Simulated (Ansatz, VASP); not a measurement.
**Li3SeF: VASP beside Ansatz**

The input INCAR:

```
ALGO = Normal
EDIFF = 1E-6
EDIFFG = -0.01
ENCUT = 600
GGA = PE
IBRION = 2
ISIF = 3
ISMEAR = 0
LASPH = True
LCHARG = False
LREAL = False
LWAVE = False
NELM = 100
NSW = 100
PREC = Accurate
SIGMA = 0.02
```

File KPOINTS:

```
k-points
0
Gamma
  6 6 6
```

File POSCAR:

```
Li3SeF
1.0
    4.5251961421      0.0000000000      0.0000000000
    0.0000000000      4.5251961421      0.0000000000
    0.0000000000      0.0000000000      4.8981325085
Li Se F
3 1 1
Direct
    0.0000000000      0.5000000000      0.6400547200
    0.0000000000      0.0000000000      0.0089998616
    0.5000000000      0.0000000000      0.6400547200
    0.0000000000      0.0000000000      0.4929680561
    0.5000000000      0.5000000000      0.7796136725
```

Input for Ansatz:

```yaml
crystal:
  lattice:
    - [4.5251961421, 0.0, 0.0]
    - [0.0, 4.5251961421, 0.0]
    - [0.0, 0.0, 4.8981325085]
  atoms:
    - { symbol: Li, position: [0.0, 0.5, 0.64005472] }
    - { symbol: Li, position: [0.0, 0.0, 0.0089998616] }
    - { symbol: Li, position: [0.5, 0.0, 0.64005472] }
    - { symbol: Se, position: [0.0, 0.0, 0.4929680561] }
    - { symbol: F, position: [0.5, 0.5, 0.7796136725] }
basis:
  ecutwfc: 420
kpoints:
  mp_grid: { grid: [6, 6, 6] }
hamiltonian:
  xc: pbe
scf:
  occupations: { method: gaussian, width: 0.02 }
output:
  forces: true
  stress: true
  eigenvalues: true
relax:
  adjacent_minimum: "off"
  f_tol: 0.01
  max_steps: 80
  cell: { stress_tol: 0.05 }
```

Change from the starting cell: species swapped into the CsInBr3 type (P4mm, No. 99).

Alike in both runs: task relaxation of cell and atoms; functional PBE; k mesh 6 × 6 × 6; occupations gaussian, width 0.02 eV; no spin polarisation.

```csv
,VASP,Ansatz
version,VASP 6.6.1,Ansatz 0.2.0
potentials or method,"VASP PAW PBE potentials, release 64 (Li_sv, Se, F), cutoff 600 eV","scalar-relativistic, plane waves, PAW"
valence electrons in the cell,22,32
```

VASP gave:

| Property | Result |
| --- | --- |
| gap on the k mesh at the Fermi level, each at its own relaxed structure (eV) | 3.32 |
| relaxed volume (Å³/atom) | 20.07 |
| relaxed cell length with the largest relative difference (Å) | 4.528 |

Q: Estimate Ansatz's values.

A: gap on the k mesh at the Fermi level, each at its own relaxed structure (eV): 3.31; relaxed volume (Å³/atom): 20.17; relaxed cell length with the largest relative difference (Å): 4.537.

VASP's potentials hold 22 valence electrons a cell and Ansatz's 32, so a difference there can come from the potentials and not from the codes.

Noted on VASP's run: the cutoff is short for stress, so the pressure is rough.
